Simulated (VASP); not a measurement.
Input of a VASP 6.6.1 run:

File INCAR:

```
  PREC = Accurate
  ENCUT = 520
  EDIFF = 1E-6
  ISMEAR = -1
  SIGMA = 0.08
  LREAL = F
  LASPH = T
  NELM = 100
  ALGO = Normal
  ISIF = 2
  LWAVE = F
  LCHARG = F
  GGA = PE
  NBANDS = 16
```

KPOINTS

```
regular mesh
0
Gamma
  6 6 6
```

POSCAR

```
Cs
1.0
    0.0000000000      4.8200830085      4.8200830085
    4.8200830085      0.0000000000      4.8200830085
    4.8200830085      4.8200830085      0.0000000000
Cs
2
Direct
   -0.1250000000     -0.1250000000     -0.1250000000
    0.1250000000      0.1250000000      0.1250000000
```

Potentials or basis: VASP PAW PBE potentials, release 64 (Cs_sv).

Launch:

```sh
$ cat potpaw_PBE.64/Cs_sv/POTCAR > POTCAR
$ mpirun -np 1 vasp_std > vasp.out
```

Estimate the band gap on the k mesh.

zero (band 9 reaches 0.71 eV, above the bottom of band 10 at 0.58 eV).

Predict the pressure.

0.6 GPa.

Caveat: spin-orbit coupling is left out, which moves the levels of the heavy elements.
